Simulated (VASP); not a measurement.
# RbBr (Fm-3m) in VASP: notebook

Aim: see how the results for RbBr move with the level of theory and the settings. Levels: LDA, PBE. Tasks: single point.

Everything below comes from runs of VASP 6.6.1. Logs are shortened: lines on timing, memory, paths and dates and some standing lists are left out, and cuts for length are marked.

## 1. The cell of the first run

Symmetry: Fm-3m, No. 225, cubic system. Conventional cell: a = 6.854 Å, b = 6.854 Å, c = 6.854 Å, α = 90.00°, β = 90.00°, γ = 90.00°. Rb (site symmetry m-3m) has 6 Br at 3.43 Å within 4.5 Å. Within 4.5 Å of Br (site symmetry m-3m) lie 6 Rb at 3.43 Å.

## 2. Single point, LDA

Input file INCAR:

```
  ALGO = Normal
  EDIFF = 1E-6
  ENCUT = 520
  ISIF = 2
  ISMEAR = -1
  LASPH = True
  LCHARG = True
  LELF = True
  LREAL = False
  LVHAR = True
  LWAVE = False
  NBANDS = 15
  NELM = 60
  PREC = Accurate
  SIGMA = 0.05
```

Input file KPOINTS:

```
k-points
0
Gamma
  6 6 6
```

Input file POSCAR:

```
RbBr
1.0
    0.0000000000      3.4270000000      3.4270000000
    3.4270000000      0.0000000000      3.4270000000
    3.4270000000      3.4270000000      0.0000000000
Rb Br
1 1
Direct
    0.0000000000      0.0000000000      0.0000000000
    0.5000000000      0.5000000000      0.5000000000
```

Potentials or basis: VASP PAW LDA potentials, release 64 (Rb_sv, Br).

Command:

```
> cat potpaw_LDA.64/Rb_sv/POTCAR potpaw_LDA.64/Br/POTCAR > POTCAR
> mpirun -np 1 vasp_std > vasp.out
```

OUTCAR:

```text
EDIFF = 1E-6
   ENCUT = 520
   ISIF = 2
   ISMEAR = -1
   LASPH = True
   LREAL = False
   NELM = 60
   PREC = Accurate

 ion  position               nearest neighbor table
   1  0.000  0.000  0.000-   2 3.43   2 3.43   2 3.43   2 3.43   2 3.43   2 3.43
   2  0.500  0.500  0.500-   1 3.43   1 3.43   1 3.43   1 3.43   1 3.43   1 3.43

  LATTYP: Found a face centered cubic cell.
 ALAT       =     6.8540000000

  Lattice vectors:

 A1 = (   0.0000000000,   3.4270000000,   3.4270000000)
 A2 = (   3.4270000000,   0.0000000000,   3.4270000000)
 A3 = (   3.4270000000,   3.4270000000,   0.0000000000)

Analysis of symmetry for initial positions (statically):
=====================================================================
 Subroutine PRICEL returns:
 Original cell was already a primitive cell.

 Routine SETGRP: Setting up the symmetry group for a
 face centered cubic supercell.

 Subroutine GETGRP returns: Found 48 space group operations
 (whereof 48 operations were pure point group operations)
 out of a pool of 48 trial point group operations.

The static configuration has the point symmetry O_h .

Analysis of symmetry for dynamics (positions and initial velocities):
=====================================================================
 Subroutine PRICEL returns:
 Original cell was already a primitive cell.

 Routine SETGRP: Setting up the symmetry group for a
 face centered cubic supercell.

 Subroutine GETGRP returns: Found 48 space group operations
 (whereof 48 operations were pure point group operations)
 out of a pool of 48 trial point group operations.

The dynamic configuration has the point symmetry O_h .

 Subroutine INISYM returns: Found 48 space group operations
 (whereof 48 operations are pure point group operations),
 and found     1 'primitive' translations

----------------------------------------------------------------------------------------

                                     Primitive cell

  volume of cell :      80.4956

  direct lattice vectors                    reciprocal lattice vectors
     0.000000000  3.427000000  3.427000000    -0.145900204  0.145900204  0.145900204
     3.427000000  0.000000000  3.427000000     0.145900204 -0.145900204  0.145900204
     3.427000000  3.427000000  0.000000000     0.145900204  0.145900204 -0.145900204

  length of vectors
     4.846509878  4.846509878  4.846509878     0.252706567  0.252706567  0.252706567

  position of ions in fractional coordinates (direct lattice)
     0.000000000  0.000000000  0.000000000
     0.500000000  0.500000000  0.500000000

  ion indices of the primitive-cell ions
   primitive index   ion index
                 1           1
                 2           2

----------------------------------------------------------------------------------------

 KPOINTS: k-points

Automatic generation of k-mesh.
 Grid dimensions read from file:
 generate k-points for:    6    6    6

 Generating k-lattice:

  Cartesian coordinates                     Fractional coordinates (reciprocal lattice)
    -0.024316701  0.024316701  0.024316701     0.166666667  0.000000000  0.000000000
     0.024316701 -0.024316701  0.024316701     0.000000000  0.166666667  0.000000000
     0.024316701  0.024316701 -0.024316701     0.000000000  0.000000000  0.166666667

  Length of vectors
     0.042117761  0.042117761  0.042117761

  Shift w.r.t. Gamma in fractional coordinates (k-lattice)
     0.000000000  0.000000000  0.000000000

 Subroutine IBZKPT returns following result:
 ===========================================

 Found     16 irreducible k-points:

 Following reciprocal coordinates:
            Coordinates               Weight
  0.000000  0.000000  0.000000      1.000000
  0.166667  0.000000  0.000000      8.000000
  0.333333  0.000000  0.000000      8.000000
  0.500000  0.000000  0.000000      4.000000
  0.166667  0.166667  0.000000      6.000000
  0.333333  0.166667  0.000000     24.000000
[... 8 lines left out ...]
 -0.333333  0.333333  0.166667     24.000000
 -0.333333  0.500000  0.166667     12.000000
   k-points           NKPTS =     16   k-points in BZ     NKDIM =     16   number of bands    NBANDS=     15
   number of dos      NEDOS =    301   number of ions     NIONS =      2
   total plane-waves  NPLWV =  46656
   dimension x,y,z NGX =    36 NGY =   36 NGZ =   36
   dimension x,y,z NGXF=    72 NGYF=   72 NGZF=   72
   ions per type =               1   1
   NGX,Y,Z   is equivalent  to a cutoff of  12.35, 12.35, 12.35 a.u.
   NGXF,Y,Z  is equivalent  to a cutoff of  24.70, 24.70, 24.70 a.u.
 SYSTEM =  unknown system
   PREC   = accura    normal or accurate (medium, high low for compatibility)
   ISTART =      0    job   : 0-new  1-cont  2-samecut
   ICHARG =      2    charge: 1-file 2-atom 10-const
   ISPIN  =      1    spin polarized calculation?
   LNONCOLLINEAR =      F non collinear calculations
   LSORBIT =      F    spin-orbit coupling
   LASPH  =      T    aspherical Exc in radial PAW
   ENCUT  =  520.0 eV  38.22 Ry    6.18 a.u.   9.01  9.01  9.01*2*pi/ulx,y,z
   NELM   =     60;   NELMIN=  2; NELMDL= -5     # of ELM steps
   EDIFF  = 0.1E-05   stopping-criterion for ELM
   LREAL  =      F    real-space projection
   EDIFFG = 0.1E-04   stopping-criterion for IOM
   NSW    =      0    number of steps for IOM
   IBRION =     -1    ionic relax: 0-MD 1-quasi-New 2-CG
   NFREE  =      0    steps in history (QN), initial steepest desc. (CG)
   ISIF   =      2    stress and relaxation
   ISYM   =      2    0-nonsym 1-usesym 2-fastsym
   POTIM  = 0.5000    time-step for ionic-motion
   TEBEG  =    0.0;   TEEND  =   0.0 temperature during run
   PSTRESS=    0.0 pullay stress
   NELECT =      16.0000    total number of electrons
   NUPDOWN=      -1.0000    fix difference up-down
   EMIN   =  10.00;   EMAX   =-10.00  energy-range for DOS
   EFERMI =   0.00;   METHOD = LEGACY
   ISMEAR =    -1;   SIGMA  =   0.05  broadening in eV -4-tet -1-fermi 0-gaus
   EFERMI_NEDOS =   21; number of points for ismear=-14 and -15
   IALGO  =     38    algorithm
   IMIX   =      4    mixing-type and parameters
     AMIX     =   0.40;   BMIX     =  1.00
     AMIX_MAG =   1.60;   BMIX_MAG =  1.00
  volume/ion in A,a.u.               =      40.25       271.61
  Fermi-wavevector in a.u.,A,eV,Ry     =   0.955412  1.805467 12.419564  0.912812
  Thomas-Fermi vector in A             =   2.084247
   LORBIT       =      0    0 simple, 1 ext, 2 COOP (PROOUT), +10 PAW based schemes
   GGA     = CA    functional components
   LHFCALC =     F    Hartree Fock is set to
   AEXX    =    0.0000 exact exchange contribution
   IVDW    =     0    specifies the selected vdW correction
   LEPSILON=     F    determine dielectric tensor
   LRPA    =     F    only Hartree local field effects (RPA)
 non-spin polarized calculation
  energy-cutoff  :      520.00
  volume of cell :       80.50
 maximum number of plane-waves:      2200
   NGX = 17   NGY = 17   NGZ = 17

 number of electron      15.9999999 magnetization

 Free energy of the ion-electron system (eV)
  ---------------------------------------------------
  ext. energy  EPLUGINS =         0.00000000
  ---------------------------------------------------
  free energy    TOTEN  =        -6.69438830 eV

  energy without entropy =       -6.69438830  energy(sigma->0) =       -6.69438830

 E-fermi :  -0.8870     XC(G=0):  -7.7382

 val. band max:       -1.9563263100   @ k =   0.0000   0.0000   0.0000
 cond. band min:       2.0038730673   @ k =   0.0000   0.0000   0.0000
 fundamental gap:      3.9601993773
 Fermi energy:        -0.8870049414

 k-point     1 :       0.0000    0.0000    0.0000
  band No.  band energies     occupation
      1     -26.2255      2.00000
      2     -14.1669      2.00000
      3     -10.3682      2.00000
      4     -10.3682      2.00000
      5     -10.3682      2.00000
      6      -1.9563      2.00000
      7      -1.9563      2.00000
      8      -1.9563      2.00000
      9       2.0039      0.00000
     10       5.0724      0.00000
     11       5.0724      0.00000
     12       5.0724      0.00000
     13       6.0179      0.00000
     14       6.0179      0.00000
     15       8.5975      0.00000

 k-point     2 :       0.1667    0.0000    0.0000
  band No.  band energies     occupation
      1     -26.2230      2.00000
      2     -14.1774      2.00000
      3     -10.3704      2.00000
      4     -10.3704      2.00000
      5     -10.3577      2.00000
      6      -2.2897      2.00000
      7      -2.0568      2.00000
      8      -2.0568      2.00000
      9       2.6688      0.00000
     10       4.9141      0.00000
     11       5.4043      0.00000
     12       5.4043      0.00000
     13       6.4286      0.00000
     14       6.4286      0.00000
     15       9.6317      0.00000

 k-point     3 :       0.3333    0.0000    0.0000
  band No.  band energies     occupation
      1     -26.2179      2.00000
      2     -14.1981      2.00000
      3     -10.3747      2.00000
      4     -10.3747      2.00000
      5     -10.3370      2.00000
      6      -2.8024      2.00000
      7      -2.2439      2.00000
      8      -2.2439      2.00000
      9       3.9363      0.00000
     10       5.0477      0.00000
     11       6.3277      0.00000
     12       6.3277      0.00000
     13       7.4428      0.00000
     14       7.4428      0.00000
     15       9.3755      0.00000

 k-point     4 :       0.5000    0.0000    0.0000
  band No.  band energies     occupation
      1     -26.2154      2.00000
      2     -14.2084      2.00000
      3     -10.3768      2.00000
      4     -10.3768      2.00000
      5     -10.3268      2.00000
      6      -3.0147      2.00000
      7      -2.3314      2.00000
      8      -2.3314      2.00000
      9       4.5077      0.00000
     10       5.4496      0.00000
     11       7.3057      0.00000
     12       7.3057      0.00000
     13       7.9618      0.00000
     14       7.9618      0.00000
     15       8.6534      0.00000
[... 163 lines left out ...]
 k-point    14 :       0.5000    0.3333    0.1667
  band No.  band energies     occupation
      1     -26.2148      2.00000
      2     -14.1641      2.00000
      3     -10.4540      2.00000
      4     -10.4302      2.00000
      5     -10.3649      2.00000
      6      -2.6854      2.00000
      7      -2.2893      2.00000
      8      -2.1980      2.00000
      9       4.2935      0.00000
     10       4.5803      0.00000
     11       6.6057      0.00000
     12       7.2719      0.00000
     13       7.3821      0.00000
     14       7.7464      0.00000
     15       8.8036      0.00000

 k-point    15 :      -0.3333    0.3333    0.1667
  band No.  band energies     occupation
      1     -26.2131      2.00000
      2     -14.1568      2.00000
      3     -10.4749      2.00000
      4     -10.4668      2.00000
      5     -10.3526      2.00000
      6      -2.6421      2.00000
      7      -2.3275      2.00000
      8      -2.3021      2.00000
      9       4.7619      0.00000
     10       4.9899      0.00000
     11       6.3012      0.00000
     12       6.5925      0.00000
     13       8.0433      0.00000
     14       8.7496      0.00000
     15       8.8542      0.00000

 k-point    16 :      -0.3333    0.5000    0.1667
  band No.  band energies     occupation
      1     -26.2124      2.00000
      2     -14.1322      2.00000
      3     -10.5366      2.00000
      4     -10.4764      2.00000
      5     -10.3755      2.00000
      6      -2.3983      2.00000
      7      -2.3944      2.00000
      8      -2.2356      2.00000
      9       4.0515      0.00000
     10       5.5992      0.00000
     11       5.7178      0.00000
     12       6.7478      0.00000
     13       7.8759      0.00000
     14       8.7622      0.00000
     15       9.1345      0.00000

------------------------ aborting loop because EDIFF is reached ----------------------------------------

  FORCE on cell =-STRESS in cart. coord.  units (eV):
  Direction    XX          YY          ZZ          XY          YZ          ZX
  --------------------------------------------------------------------------------------
  -------------------------------------------------------------------------------------
  Total       -0.5930502     -0.5930502     -0.5930502      0.0000000     -0.0000000      0.0000000
  in kB      -11.8040152    -11.8040152    -11.8040152      0.0000000     -0.0000000      0.0000000
  external PRESSURE =     -11.8040152 kB  Pullay stress =       0.0000000 kB

 VOLUME and BASIS-vectors are now :
 -----------------------------------------------------------------------------
  energy-cutoff  :      520.00
  volume of cell :       80.50
      direct lattice vectors                 reciprocal lattice vectors
     0.000000000  3.427000000  3.427000000    -0.145900204  0.145900204  0.145900204
     3.427000000  0.000000000  3.427000000     0.145900204 -0.145900204  0.145900204
     3.427000000  3.427000000  0.000000000     0.145900204  0.145900204 -0.145900204

 POSITION                                       TOTAL-FORCE (eV/Angst)
 -----------------------------------------------------------------------------------
      0.00000      0.00000      0.00000        -0.000000     -0.000000     -0.000000
      3.42700      3.42700      3.42700         0.000000      0.000000      0.000000
 -----------------------------------------------------------------------------------
    total drift:                                0.000000      0.000000      0.000000

  FREE ENERGIE OF THE ION-ELECTRON SYSTEM (eV)
  ---------------------------------------------------
  free  energy   TOTEN  =        -6.6943882954 eV

  energy  without entropy=       -6.6943882953  energy(sigma->0) =       -6.69438830
```

Run time: 6 s. Hardware: 1 thread of Intel Xeon 6975P-C (Granite Rapids), shared host; peak memory 0.18 GiB.

What came out:

- Free energy: -6.6944 eV
- Pressure: -1.2 GPa
- Band gap on the k mesh: 3.96 eV, direct

## 3. Single point, PBE

Input file INCAR:

```
ALGO = Normal
EDIFF = 1E-6
ENCUT = 520
GGA = PE
ISIF = 2
ISMEAR = -1
LASPH = True
LCHARG = False
LREAL = False
LWAVE = False
NBANDS = 15
NELM = 60
PREC = Accurate
SIGMA = 0.1
```

KPOINTS is that of step 2.

POSCAR is that of step 2.

Potentials or basis: VASP PAW PBE potentials, release 64 (Rb_sv, Br).

Command:

```
> cat potpaw_PBE.64/Rb_sv/POTCAR potpaw_PBE.64/Br/POTCAR > POTCAR
> mpirun -np 1 vasp_std > vasp.out
```

Run time: 7.6 s. Hardware: 1 thread of Intel Xeon 6975P-C (Granite Rapids), shared host; peak memory 0.2 GiB.

It converged, with:

```yaml
Free_energy: -6.0973 eV
Pressure: 1.0 GPa
Band_gap_on_the_k_mesh: 4.36 eV, direct
```

Levels at points of the mesh, in eV from the valence-band top:
| k point | band 4 | band 5 | band 6 | band 7 | band 8 | band 9 | band 10 | band 11 | band 12 | band 13 |
| --- | --- | --- | --- | --- | --- | --- | --- | --- | --- | --- |
| (0.00, 0.00, 0.00) | -8.49 | -8.49 | 0.00 | 0.00 | 0.00 | 4.36 | 7.28 | 7.28 | 7.28 | 8.17 |
| (0.50, 0.00, 0.00) | -8.50 | -8.44 | -0.99 | -0.36 | -0.36 | 6.81 | 7.72 | 9.49 | 9.49 | 10.17 |
| (0.50, 0.50, 0.00) | -8.56 | -8.56 | -0.47 | -0.16 | -0.16 | 5.61 | 7.13 | 9.20 | 9.20 | 9.44 |

A hybrid or GW would open this gap; PBE tends to underestimate it.

## 4. Single point, PBE, non-collinear spin, zero start, spin-orbit coupling

Input file INCAR:

```
SYSTEM = RbBr
ALGO = Normal
EDIFF = 1E-7
ENCUT = 520
GGA = PE
GGA_COMPAT = .False.
ISIF = 2
ISMEAR = 1
LASPH = .True.
LCHARG = .False.
LORBIT = 11
LORBMOM = .True.
LREAL = .False.
LSORBIT = .True.
LWAVE = .False.
MAGMOM = 0 0 0 0 0 0
NBANDS = 28
NELM = 150
PREC = Accurate
SIGMA = 0.05
```

Input file KPOINTS:

```
k-points
0
Gamma
  6 6 6
  0 0 0
```

POSCAR is that of step 3.

Command:

```
> cat potpaw_PBE.64/Rb_sv/POTCAR potpaw_PBE.64/Br/POTCAR > POTCAR
> mpirun -np 1 vasp_ncl > vasp.out
```

It took 40 s on 1 thread of Intel Xeon 6975P-C (Granite Rapids), shared host; peak memory 0.39 GiB.

Results (log left out):

* Free energy: -6.1495 eV
* Pressure: 1.0 GPa
* Net moment: 0.00 μB per cell
* Valence electrons inside the program's atomic spheres: Rb 7.32; Br 4.90

Moments on the atoms (μB; x, y, z):
```
Rb  0.00 0.00 0.00
Br  0.00 0.00 0.00
```

## 5. Summary

| level | potentials or basis | spin | smearing | gap on the mesh (eV) | pressure (GPa) |
| --- | --- | --- | --- | --- | --- |
| LDA | VASP PAW LDA potentials, release 64 (Rb_sv, Br) | off | fermi-dirac 0.05 eV | 3.96 | -1.2 |
| PBE | VASP PAW PBE potentials, release 64 (Rb_sv, Br) | off | fermi-dirac 0.1 eV | 4.36 | 1.0 |
| PBE | VASP PAW PBE potentials, release 64 (Rb_sv, Br) | non-collinear, zero start, SOC | methfessel-paxton 0.05 eV | - | 1.0 |

Alike in all rows: task single point; cell as given; k mesh 6 × 6 × 6; cutoff (eV) 520.

Total energies depend on the potentials used, so only differences within one code and one set of settings carry meaning.
